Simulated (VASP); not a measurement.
## Na: single point with LDA

Na:

```
Na
1.0
    -2.02872    2.02872    2.02872
     2.02872   -2.02872    2.02872
     2.02872    2.02872   -2.02872
Na
1
Cartesian
  0.0000 0.0000 0.0000
```

```
Program             : VASP 6.6.1
Task                : single point
Functional          : LDA
Potentials or basis : VASP PAW LDA potentials, release 64 (Na_pv)
Cutoff              : 520 eV
k mesh              : 16 × 16 × 16
Occupations         : fermi-dirac, width 0.1 eV
Spin                : no spin polarisation
```

* Pressure: 0.0 GPa

Levels at points of the mesh, in eV from the Fermi level:
```
           k point  band 1  band 2  band 3  band 4  band 5  band 6  band 7
(0.00, 0.00, 0.00)  -24.87  -24.87  -24.87   -3.51   12.32   12.32   12.32
(0.50, 0.00, 0.00)  -24.92  -24.88  -24.87    0.80    1.29    8.63    9.75
(0.50, 0.50, 0.50)  -24.90  -24.90  -24.90    4.75    4.75    5.21    5.21
```

Run time: 18 s on 1 thread of AMD EPYC 9R45 96-Core Processor (Zen 5), on a shared host, peak memory 0.13 GiB.
